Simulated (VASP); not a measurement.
Wanted: the native input for a VASP 6.6.1 run.

* Task: single point
* Functional: PBE
* Potentials or basis: VASP PAW PBE potentials, release 64 (Sb)
* Cutoff: 520 eV
* k mesh: 8 × 8 × 8
* Occupations: fermi-dirac, width 0.05 eV
* Spin: no spin polarisation
* Dipole correction: no
* Further INCAR settings: ALGO = Normal; EDIFF = 1e-06; NBANDS = 8

The structure of Sb lies in POSCAR:

```
Sb
1.0
    3.1172920620      0.0000000000      0.0000000000
    0.0000000000      3.1172920620      0.0000000000
    0.0000000000      0.0000000000      3.1172920620
Sb
1
Direct
    0.0000000000      0.0000000000      0.0000000000
```

This cell differs from its parent crystal: volume scaled by 0.96.

The input as run:

INCAR

```
  ALGO = Normal
  EDIFF = 1E-6
  ENCUT = 520
  GGA = PE
  ISIF = 2
  ISMEAR = -1
  LASPH = T
  LCHARG = T
  LELF = T
  LREAL = F
  LVHAR = T
  LWAVE = F
  NBANDS = 8
  NELM = 80
  PREC = Accurate
  SIGMA = 0.05
```

KPOINTS

```
k-points
0
Gamma
  8 8 8
```

Potentials or basis: VASP PAW PBE potentials, release 64 (Sb).

Command:

```bash
$ cat potpaw_PBE.64/Sb/POTCAR > POTCAR
$ mpirun -np 1 vasp_std > vasp.out
```

Results of the run:

| Item | Value |
| --- | --- |
| Pressure | -0.2 GPa |

It took 4 s on 1 thread of Intel(R) Xeon(R) Platinum 8259CL CPU @ 2.50GHz (Skylake/Cascade Lake), with other jobs on the host, peak memory 0.14 GiB.
